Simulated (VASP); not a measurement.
# Fe (Im-3m) in VASP: notebook

Fe is run at these levels: PBE; tasks: single point.

Everything below comes from runs of VASP 6.6.1. Logs are shortened: lines on timing, memory, paths and dates and some standing lists are left out, and cuts for length are marked.

## Step 1: The cell of the first run

It takes space group Im-3m (No. 229, cubic). The conventional cell has a = 2.803 Å, b = 2.803 Å, c = 2.803 Å, α = 90.00°, β = 90.00°, γ = 90.00°. Within 3.2 Å of Fe (site symmetry m-3m) lie 14 Fe at 2.43 to 2.80 Å.

## Step 2: Single point, PBE, collinear spin, ferromagnetic start (volume scaled by 0.97)

Input file INCAR:

```
SYSTEM = Fe
PREC = Accurate ; ENCUT = 520
EDIFF = 1E-6 ; ISMEAR = 0
SIGMA = 0.1 ; LREAL = .False.
LASPH = .True. ; NELM = 150
ALGO = Normal ; ISIF = 2
LWAVE = .False. ; LCHARG = .False.
ISPIN = 2 ; MAGMOM = 2.44
LORBIT = 11 ; LMAXMIX = 4
GGA = PE ; NBANDS = 14
```

Input file KPOINTS:

```
Automatic mesh
0
Gamma
  20 20 20
  0 0 0
```

Input file POSCAR:

```
Fe
1.0
   -1.4014879620      1.4014879620      1.4014879620
    1.4014879620     -1.4014879620      1.4014879620
    1.4014879620      1.4014879620     -1.4014879620
Fe
1
Direct
    0.0000000000      0.0000000000      0.0000000000
```

Potentials or basis: VASP PAW PBE potentials, release 64 (Fe).

Run with:

```
$ cat potpaw_PBE.64/Fe/POTCAR > POTCAR
$ mpirun -np 1 vasp_std > vasp.out
```

OUTCAR:

```text
SYSTEM = Fe
   PREC = Accurate
   ENCUT = 520
   EDIFF = 1E-6
   ISMEAR = 0
   LREAL = .False.
   LASPH = .True.
   NELM = 150
   ISIF = 2
   ISPIN = 2
   LORBIT = 11
   GGA = PE

 ion  position               nearest neighbor table
   1  0.000  0.000  0.000-

  LATTYP: Found a body centered cubic cell.
 ALAT       =     2.8029759240

  Lattice vectors:

 A1 = (  -1.4014879620,   1.4014879620,   1.4014879620)
 A2 = (   1.4014879620,  -1.4014879620,   1.4014879620)
 A3 = (   1.4014879620,   1.4014879620,  -1.4014879620)

Analysis of symmetry for initial positions (statically):
=====================================================================
 Subroutine PRICEL returns:
 Original cell was already a primitive cell.

 Routine SETGRP: Setting up the symmetry group for a
 body centered cubic supercell.

 Subroutine GETGRP returns: Found 48 space group operations
 (whereof 48 operations were pure point group operations)
 out of a pool of 48 trial point group operations.

The static configuration has the point symmetry O_h .

Analysis of symmetry for dynamics (positions and initial velocities):
=====================================================================
 Subroutine PRICEL returns:
 Original cell was already a primitive cell.

 Routine SETGRP: Setting up the symmetry group for a
 body centered cubic supercell.

 Subroutine GETGRP returns: Found 48 space group operations
 (whereof 48 operations were pure point group operations)
 out of a pool of 48 trial point group operations.

The dynamic configuration has the point symmetry O_h .

Analysis of structural, dynamic, and magnetic symmetry:
=====================================================================
 Subroutine PRICEL returns:
 Original cell was already a primitive cell.

 Routine SETGRP: Setting up the symmetry group for a
 body centered cubic supercell.

 Subroutine GETGRP returns: Found 48 space group operations
 (whereof 48 operations were pure point group operations)
 out of a pool of 48 trial point group operations.

The overall configuration has the point symmetry O_h .

 Subroutine INISYM returns: Found 48 space group operations
 (whereof 48 operations are pure point group operations),
 and found     1 'primitive' translations

----------------------------------------------------------------------------------------

                                     Primitive cell

  volume of cell :      11.0110

  direct lattice vectors                    reciprocal lattice vectors
    -1.401487962  1.401487962  1.401487962     0.000000000  0.356763678  0.356763678
     1.401487962 -1.401487962  1.401487962     0.356763678  0.000000000  0.356763678
     1.401487962  1.401487962 -1.401487962     0.356763678  0.356763678  0.000000000

  length of vectors
     2.427448356  2.427448356  2.427448356     0.504540032  0.504540032  0.504540032

  position of ions in fractional coordinates (direct lattice)
     0.000000000  0.000000000  0.000000000

  ion indices of the primitive-cell ions
   primitive index   ion index
                 1           1

----------------------------------------------------------------------------------------

 KPOINTS: Automatic mesh

Automatic generation of k-mesh.
 Grid dimensions read from file:
 generate k-points for:   20   20   20

 Generating k-lattice:

  Cartesian coordinates                     Fractional coordinates (reciprocal lattice)
     0.000000000  0.017838184  0.017838184     0.050000000  0.000000000  0.000000000
     0.017838184  0.000000000  0.017838184     0.000000000  0.050000000  0.000000000
     0.017838184  0.017838184  0.000000000     0.000000000  0.000000000  0.050000000

  Length of vectors
     0.025227002  0.025227002  0.025227002

  Shift w.r.t. Gamma in fractional coordinates (k-lattice)
     0.000000000  0.000000000  0.000000000

 Subroutine IBZKPT returns following result:
 ===========================================

 Found    256 irreducible k-points:

 Following reciprocal coordinates:
            Coordinates               Weight
  0.000000  0.000000  0.000000      1.000000
  0.050000  0.000000  0.000000     12.000000
  0.100000  0.000000  0.000000     12.000000
  0.150000  0.000000  0.000000     12.000000
  0.200000  0.000000  0.000000     12.000000
  0.250000  0.000000  0.000000     12.000000
[... 16 lines left out ...]
  0.200000  0.100000  0.000000     48.000000
  0.250000  0.100000 -0.000000     48.000000
 [... further k-points ...]
   k-points           NKPTS =    256   k-points in BZ     NKDIM =    256   number of bands    NBANDS=     14
   number of dos      NEDOS =    301   number of ions     NIONS =      1
   total plane-waves  NPLWV =   5832
   dimension x,y,z NGX =    18 NGY =   18 NGZ =   18
   dimension x,y,z NGXF=    36 NGYF=   36 NGZF=   36
   ions per type =               1
   NGX,Y,Z   is equivalent  to a cutoff of  12.33, 12.33, 12.33 a.u.
   NGXF,Y,Z  is equivalent  to a cutoff of  24.65, 24.65, 24.65 a.u.
 SYSTEM =  Fe
   PREC   = accura    normal or accurate (medium, high low for compatibility)
   ISTART =      0    job   : 0-new  1-cont  2-samecut
   ICHARG =      2    charge: 1-file 2-atom 10-const
   ISPIN  =      2    spin polarized calculation?
   LNONCOLLINEAR =      F non collinear calculations
   LSORBIT =      F    spin-orbit coupling
   LASPH  =      T    aspherical Exc in radial PAW
   ENCUT  =  520.0 eV  38.22 Ry    6.18 a.u.   4.51  4.51  4.51*2*pi/ulx,y,z
   NELM   =    150;   NELMIN=  2; NELMDL= -5     # of ELM steps
   EDIFF  = 0.1E-05   stopping-criterion for ELM
   LREAL  =      F    real-space projection
   EDIFFG = 0.1E-04   stopping-criterion for IOM
   NSW    =      0    number of steps for IOM
   IBRION =     -1    ionic relax: 0-MD 1-quasi-New 2-CG
   NFREE  =      0    steps in history (QN), initial steepest desc. (CG)
   ISIF   =      2    stress and relaxation
   ISYM   =      2    0-nonsym 1-usesym 2-fastsym
   POTIM  = 0.5000    time-step for ionic-motion
   TEBEG  =    0.0;   TEEND  =   0.0 temperature during run
   PSTRESS=    0.0 pullay stress
   NELECT =       8.0000    total number of electrons
   NUPDOWN=      -1.0000    fix difference up-down
   EMIN   =  10.00;   EMAX   =-10.00  energy-range for DOS
   EFERMI =   0.00;   METHOD = LEGACY
   ISMEAR =     0;   SIGMA  =   0.10  broadening in eV -4-tet -1-fermi 0-gaus
   EFERMI_NEDOS =   21; number of points for ismear=-14 and -15
   IALGO  =     38    algorithm
   IMIX   =      4    mixing-type and parameters
     AMIX     =   0.40;   BMIX     =  1.00
     AMIX_MAG =   1.60;   BMIX_MAG =  1.00
  volume/ion in A,a.u.               =      11.01        74.31
  Fermi-wavevector in a.u.,A,eV,Ry     =   1.471732  2.781171 29.470160  2.165996
  Thomas-Fermi vector in A             =   2.586832
   LORBIT       =     11    0 simple, 1 ext, 2 COOP (PROOUT), +10 PAW based schemes
   GGA     = PE    functional components
   LHFCALC =     F    Hartree Fock is set to
   AEXX    =    0.0000 exact exchange contribution
   IVDW    =     0    specifies the selected vdW correction
   LEPSILON=     F    determine dielectric tensor
   LRPA    =     F    only Hartree local field effects (RPA)
 spin polarized calculation
 Gauss-broadening in eV      SIGMA  =   0.10
  energy-cutoff  :      520.00
  volume of cell :       11.01
 maximum number of plane-waves:       321
   NGX =  9   NGY =  9   NGZ =  9

 number of electron       8.0000006 magnetization       2.1196549

 Free energy of the ion-electron system (eV)
  ---------------------------------------------------
  ext. energy  EPLUGINS =         0.00000000
  ---------------------------------------------------
  free energy    TOTEN  =        -8.23919788 eV

  energy without entropy =       -8.23444480  energy(sigma->0) =       -8.23682134

 E-fermi :   6.1554     XC(G=0): -13.2971

 val. band max:        6.1543822368   @ k =  -0.1500   0.1500   0.0500
 cond. band min:       6.1556393688   @ k =  -0.4500  -0.4500   0.0500
 fundamental gap:      0.0012571320
 Fermi energy:         6.1553721817

 spin component 1

 k-point     1 :       0.0000    0.0000    0.0000
  band No.  band energies     occupation
      1      -2.4679      1.00000
      2       3.8000      1.00000
      3       3.8000      1.00000
      4       3.8000      1.00000
      5       5.0608      1.00000
      6       5.0608      1.00000
      7      31.4784      0.00000
      8      31.4784      0.00000
      9      31.4784      0.00000
     10      36.7648      0.00000
     11      36.7648      0.00000
     12      39.2593      0.00000
     13      39.2593      0.00000
     14      39.2593      0.00000
[... 375 lines left out ...]
 k-point    24 :       0.2500    0.1000   -0.0000
  band No.  band energies     occupation
      1       0.7411      1.00000
      2       3.0452      1.00000
      3       3.5199      1.00000
      4       4.8881      1.00000
      5       5.2729      1.00000
      6       5.9084      0.99976
      7      20.1723      0.00000
      8      24.6764      0.00000
      9      28.3084      0.00000
     10      31.6985      0.00000
     11      36.2779      0.00000
     12      37.7602      0.00000
     13      43.5032      0.00000
     14      45.6685      0.00000

 [... further k-points ...]

 spin component 2

 k-point     1 :       0.0000    0.0000    0.0000
  band No.  band energies     occupation
      1      -2.2953      1.00000
      2       5.6251      1.00000
      3       5.6253      1.00000
      4       5.6253      1.00000
      5       7.7674      0.00000
      6       7.7675      0.00000
      7      31.2457      0.00000
      8      31.2457      0.00000
      9      31.2457      0.00000
     10      36.9848      0.00000
     11      36.9848      0.00000
     12      39.8952      0.00000
     13      39.8953      0.00000
     14      39.8953      0.00000
[... 375 lines left out ...]
 k-point    24 :       0.2500    0.1000   -0.0000
  band No.  band energies     occupation
      1       1.1806      1.00000
      2       4.7300      1.00000
      3       5.0646      1.00000
      4       7.3425      0.00000
      5       7.7737      0.00000
      6       8.0385      0.00000
      7      20.9132      0.00000
      8      25.0698      0.00000
      9      28.8714      0.00000
     10      31.9218      0.00000
     11      36.7678      0.00000
     12      38.1014      0.00000
     13      43.7362      0.00000
     14      46.1226      0.00000

 [... further k-points ...]
[... 5 lines left out ...]
  --------------------------------------------------------------------------------------
  -------------------------------------------------------------------------------------
  Total        0.3779677      0.3779677      0.3779677      0.0000000     -0.0000000      0.0000000
  in kB       54.9967701     54.9967701     54.9967701      0.0000000     -0.0000000      0.0000000
  external PRESSURE =      54.9967701 kB  Pullay stress =       0.0000000 kB

 VOLUME and BASIS-vectors are now :
 -----------------------------------------------------------------------------
  energy-cutoff  :      520.00
  volume of cell :       11.01
      direct lattice vectors                 reciprocal lattice vectors
    -1.401487962  1.401487962  1.401487962     0.000000000  0.356763678  0.356763678
     1.401487962 -1.401487962  1.401487962     0.356763678  0.000000000  0.356763678
     1.401487962  1.401487962 -1.401487962     0.356763678  0.356763678  0.000000000

 POSITION                                       TOTAL-FORCE (eV/Angst)
 -----------------------------------------------------------------------------------
      0.00000      0.00000      0.00000        -0.000000      0.000000     -0.000000
 -----------------------------------------------------------------------------------
    total drift:                                0.000000     -0.000000      0.000000

  FREE ENERGIE OF THE ION-ELECTRON SYSTEM (eV)
  ---------------------------------------------------
  free  energy   TOTEN  =        -8.2391978771 eV

  energy  without entropy=       -8.2344447969  energy(sigma->0) =       -8.23682134

 total charge

# of ion       s       p       d       tot
------------------------------------------
    1        0.501   0.571   6.262   7.334

 magnetization (x)

# of ion       s       p       d       tot
------------------------------------------
    1       -0.012  -0.055   2.179   2.111
```

Wall time 2.8 min (1 thread of AMD EPYC 7R13, shared host); peak memory 0.14 GiB.

What came out:

| Quantity | Value |
| --- | --- |
| Free energy | -8.2392 eV |
| Pressure | 5.5 GPa |
| Net moment | 2.12 μB per cell |
| Site moments | Fe +2.11 μB |
| Valence electrons inside the program's atomic spheres | Fe 7.33 |

Caveat: the cell differs from its parent crystal (volume scaled by 0.97).

## Step 3: Single point, PBE, collinear spin, ferromagnetic start

This run uses another cell than the first one, of 11.35 Å³/atom, 1.031 times its volume.

Input file INCAR:

```
PREC = Accurate ; ENCUT = 520
EDIFF = 1E-6 ; ISMEAR = 0
SIGMA = 0.1 ; LREAL = False
LASPH = True ; NELM = 150
ALGO = Normal ; ISIF = 2
LWAVE = False ; LCHARG = True
ISPIN = 2 ; MAGMOM = 2.66
LORBIT = 11 ; LMAXMIX = 4
GGA = PE ; LELF = True
LVHAR = True ; NBANDS = 14
```

Input file KPOINTS:

```
regular mesh
0
Gamma
  20 20 20
```

Input file POSCAR:

```
Fe
1.0
   -1.4157898473      1.4157898473      1.4157898473
    1.4157898473     -1.4157898473      1.4157898473
    1.4157898473      1.4157898473     -1.4157898473
Fe
1
Direct
    0.0000000000      0.0000000000      0.0000000000
```

Potentials or basis: VASP PAW PBE potentials, release 64 (Fe).

Run with:

```
$ cat potpaw_PBE.64/Fe/POTCAR > POTCAR
$ mpirun -np 1 vasp_std > vasp.out
```

Wall time 3.1 min (1 thread of AMD EPYC 7R13, shared host); peak memory 0.14 GiB.

The run converged. Its results:

```yaml
Free_energy: -8.2452 eV
Pressure: -0.1 GPa
Net_moment: 2.19 μB per cell
Site_moments: Fe +2.19 μB
Valence_electrons_inside_the_program's_atomic_spheres: Fe 7.27
```

Levels at points of the mesh, in eV from the Fermi level:
Spin up:
| k point | band 2 | band 3 | band 4 | band 5 | band 6 | band 7 | band 8 | band 9 |
| --- | --- | --- | --- | --- | --- | --- | --- | --- |
| (0.00, 0.00, 0.00) | -2.31 | -2.31 | -2.31 | -1.09 | -1.09 | 25.03 | 25.03 | 25.03 |
| (0.50, 0.00, 0.00) | -3.39 | -1.03 | -0.90 | 0.39 | 0.52 | 7.36 | 18.38 | 20.24 |
| (0.50, 0.50, 0.50) | -4.85 | 0.12 | 0.12 | 0.12 | 9.94 | 9.94 | 9.94 | 15.66 |
Spin down:
| k point | band 1 | band 2 | band 3 | band 4 | band 5 | band 6 | band 7 | band 8 |
| --- | --- | --- | --- | --- | --- | --- | --- | --- |
| (0.00, 0.00, 0.00) | -8.27 | -0.39 | -0.39 | -0.39 | 1.66 | 1.66 | 24.78 | 24.78 |
| (0.50, 0.00, 0.00) | -3.64 | -1.67 | 0.63 | 1.52 | 1.92 | 2.61 | 8.73 | 18.42 |
| (0.50, 0.50, 0.50) | -3.03 | -3.03 | 2.30 | 2.30 | 2.30 | 10.22 | 10.22 | 10.22 |

## Step 4: Single point, PBE, collinear spin, ferromagnetic start (volume scaled by 1.03)

Input file INCAR:

```
  PREC = Accurate
  ENCUT = 520
  EDIFF = 1E-6
  ISMEAR = 0
  SIGMA = 0.1
  LREAL = F
  LASPH = T
  NELM = 150
  ALGO = Fast
  ISIF = 2
  LWAVE = F
  LCHARG = F
  ISPIN = 2
  MAGMOM = 2.44
  LORBIT = 11
  LMAXMIX = 4
  GGA = PE
  NBANDS = 14
```

KPOINTS is that of step 3.

Input file POSCAR:

```
Fe
1.0
   -1.4298084803      1.4298084803      1.4298084803
    1.4298084803     -1.4298084803      1.4298084803
    1.4298084803      1.4298084803     -1.4298084803
Fe
1
Direct
    0.0000000000      0.0000000000      0.0000000000
```

Run with:

```
$ cat potpaw_PBE.64/Fe/POTCAR > POTCAR
$ mpirun -np 1 vasp_std > vasp.out
```

It took 2.8 min on 1 thread of AMD EPYC 7R13, shared host; peak memory 0.14 GiB.

Results (log left out):

- Free energy: -8.2398 eV
- Pressure: -5.3 GPa
- Net moment: 2.25 μB per cell
- Site moments: Fe +2.25 μB
- Valence electrons inside the program's atomic spheres: Fe 7.21

Levels at points of the mesh, in eV from the Fermi level:
Spin up:
| k point | band 1 | band 2 | band 3 | band 4 | band 5 | band 6 | band 7 | band 8 | band 9 | band 10 |
| --- | --- | --- | --- | --- | --- | --- | --- | --- | --- | --- |
| (0.00, 0.00, 0.00) | -8.24 | -2.24 | -2.24 | -2.24 | -1.08 | -1.08 | 24.76 | 24.76 | 24.76 | 29.66 |
| (0.50, 0.00, 0.00) | -4.75 | -3.27 | -1.02 | -0.90 | 0.33 | 0.55 | 7.11 | 18.14 | 19.79 | 23.08 |
| (0.50, 0.50, 0.50) | -4.66 | -4.66 | 0.08 | 0.08 | 0.08 | 9.75 | 9.75 | 9.75 | 15.37 | 15.37 |
Spin down:
```tsv
k point	band 1	band 2	band 3	band 4	band 5	band 6	band 7
(0.00, 0.00, 0.00)	-8.08	-0.27	-0.27	-0.27	1.71	1.71	24.49
(0.50, 0.00, 0.00)	-3.44	-1.50	0.65	1.57	1.96	2.62	8.51
(0.50, 0.50, 0.50)	-2.81	-2.81	2.33	2.33	2.33	10.02	10.02
```

Caveat: the cell differs from its parent crystal (volume scaled by 1.03).

## Step 5: Single point, PBE, collinear spin, ferromagnetic start (volume scaled by 1.06)

Input file INCAR:

```
SYSTEM = Fe
PREC     = Accurate       ! precision mode
ENCUT    = 520            ! plane-wave cutoff, eV
EDIFF    = 1E-7           ! SCF threshold, eV
ISMEAR   = 0              ! smearing method
SIGMA    = 0.1            ! smearing width, eV
LREAL    = .FALSE.        ! projectors in reciprocal space
LASPH    = .TRUE.         ! aspherical terms in the spheres
NELM     = 150            ! most SCF steps
ALGO     = Normal         ! electronic algorithm
ISIF     = 2              ! what is computed and relaxed
LWAVE    = .FALSE.        ! write WAVECAR
LCHARG   = .FALSE.        ! write CHGCAR
ISPIN    = 2              ! spin polarisation
MAGMOM   = 2.44           ! initial moments
LORBIT   = 11             ! projections on sites
LMAXMIX  = 4              ! l up to which the mixer works
GGA      = PE             ! functional
NBANDS   = 14             ! bands
```

Input file KPOINTS:

```
Automatic mesh
0
G
  20 20 20
  0 0 0
```

Input file POSCAR:

```
Fe
1.0
   -1.4435574822      1.4435574822      1.4435574822
    1.4435574822     -1.4435574822      1.4435574822
    1.4435574822      1.4435574822     -1.4435574822
Fe
1
Direct
    0.0000000000      0.0000000000      0.0000000000
```

Run with:

```
$ cat potpaw_PBE.64/Fe/POTCAR > POTCAR
$ mpirun -np 1 vasp_std > vasp.out
```

Wall time 3.1 min (1 thread of AMD EPYC 7R13, shared host); peak memory 0.15 GiB.

It converged, with:

```
Free energy                                           : -8.2240 eV
Pressure                                              : -9.5 GPa
Net moment                                            : 2.29 μB per cell
Site moments                                          : Fe +2.29 μB
Valence electrons inside the program's atomic spheres : Fe 7.16
```

Levels at points of the mesh, in eV from the Fermi level:
Spin up:
```
           k point  band 2  band 3  band 4  band 5  band 6  band 7  band 8  band 9
(0.00, 0.00, 0.00)   -2.17   -2.17   -2.17   -1.06   -1.06   24.50   24.50   24.50
(0.50, 0.00, 0.00)   -3.16   -1.01   -0.90    0.29    0.58    6.88   17.92   19.37
(0.50, 0.50, 0.50)   -4.49    0.04    0.04    0.04    9.58    9.58    9.58   15.11
```
Spin down:
| k point | band 1 | band 2 | band 3 | band 4 | band 5 | band 6 |
| --- | --- | --- | --- | --- | --- | --- |
| (0.00, 0.00, 0.00) | -7.90 | -0.16 | -0.16 | -0.16 | 1.76 | 1.76 |
| (0.50, 0.00, 0.00) | -3.26 | -1.35 | 0.66 | 1.62 | 1.99 | 2.62 |
| (0.50, 0.50, 0.50) | -2.60 | -2.60 | 2.34 | 2.34 | 2.34 | 9.84 |

Caveat: the cell differs from its parent crystal (volume scaled by 1.06).

## Step 6: The runs side by side

| cell | gap on the mesh (eV) | pressure (GPa) | moment (μB) |
| --- | --- | --- | --- |
| a = 2.427 Å, angles 109.5°, 1 atom | none | 5.5 | 2.12 |
| a = 2.452 Å, angles 109.5°, 1 atom | none | -0.1 | 2.19 |
| a = 2.477 Å, angles 109.5°, 1 atom | none | -5.3 | 2.25 |
| a = 2.500 Å, angles 109.5°, 1 atom | none | -9.5 | 2.29 |

Alike in all rows: task single point; level PBE; potentials or basis VASP PAW PBE potentials, release 64 (Fe); spin collinear, ferromagnetic start; k mesh 20 × 20 × 20; cutoff (eV) 520; smearing gaussian 0.1 eV.

Total energies depend on the potentials used, so only differences within one code and one set of settings carry meaning.
